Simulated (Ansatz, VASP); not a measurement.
One calculation of ZnS, two programs

File POSCAR:

```
ZnS
1.0
    0.0000000000      2.6671449750      2.6671449750
    2.6671449750      0.0000000000      2.6671449750
    2.6671449750      2.6671449750      0.0000000000
Zn S
1 1
Direct
    0.0000000000      0.0000000000      0.0000000000
    0.2500000000      0.2500000000      0.2500000000
```

INCAR.step1

```
ALGO = Normal ; EDIFF = 1E-4
ENCUT = 520 ; GGA = PE
ISMEAR = 0 ; LASPH = True
LCHARG = False ; LREAL = False
LWAVE = True ; NBANDS = 16
NELM = 100 ; PREC = Accurate
SIGMA = 0.01
```

Contents of INCAR.step2:

```
ALGO = Normal ; EDIFF = 1E-7
ENCUT = 520 ; ISIF = 2
ISMEAR = 0 ; ISTART = 1
LASPH = True ; LCHARG = False
LMIXTAU = True ; LREAL = False
LWAVE = False ; METAGGA = R2SCAN
NBANDS = 16 ; NELM = 100
PREC = Accurate ; SIGMA = 0.01
```

Contents of KPOINTS:

```
k-points
0
Gamma
  8 8 8
```

Input for Ansatz:

```yaml
crystal:
  lattice:
    - [0.0, 2.667144975, 2.667144975]
    - [2.667144975, 0.0, 2.667144975]
    - [2.667144975, 2.667144975, 0.0]
  atoms:
    - { symbol: Zn, position: [0.0, 0.0, 0.0] }
    - { symbol: S, position: [0.25, 0.25, 0.25] }
kpoints:
  mp_grid: { grid: [8, 8, 8] }
  band_path:
    path:
      - [0.0, 0.0, 0.0]
      - [-0.5, -0.5, 0.0]
      - [-0.375, -0.375, 0.25]
      - [-0.375, 0.0, 0.375]
      - [0.0, 0.0, 0.5]
      - [-0.5, -0.25, 0.25]
    npoints: 1
hamiltonian:
  xc: r2scan
scf:
  occupations: { method: fixed }
  n_extra_bands: 4
output:
  forces: true
  stress: true
  eigenvalues: true
  write_density: true
  write_potential: true
  elf: true
  volumetric_format: npy
```

Change from the starting cell: hydrostatic strain -1.0%.

Alike in both runs: task single point; functional r2SCAN; k mesh 8 × 8 × 8; no spin polarisation.

|  | VASP | Ansatz |
| --- | --- | --- |
| version | VASP 6.6.1 | Ansatz 0.2.0 |
| potentials or method | VASP PAW PBE potentials, release 64 (Zn, S) | plane waves, PAW |
| plane-wave cutoff (eV) | 520 | 500 |
| occupations | gaussian, width 0.01 eV | fixed |
| valence electrons in the cell | 18 | 18 |

Ansatz gave:

* gap on the k mesh at the Fermi level (eV): 2.85
* pressure (GPa): 2.6

**Question.** Which values does VASP return?

**Answer.** gap on the k mesh at the Fermi level (eV): 2.86; pressure (GPa): 2.6.

VASP's potentials were made for PBE, not for r2SCAN.
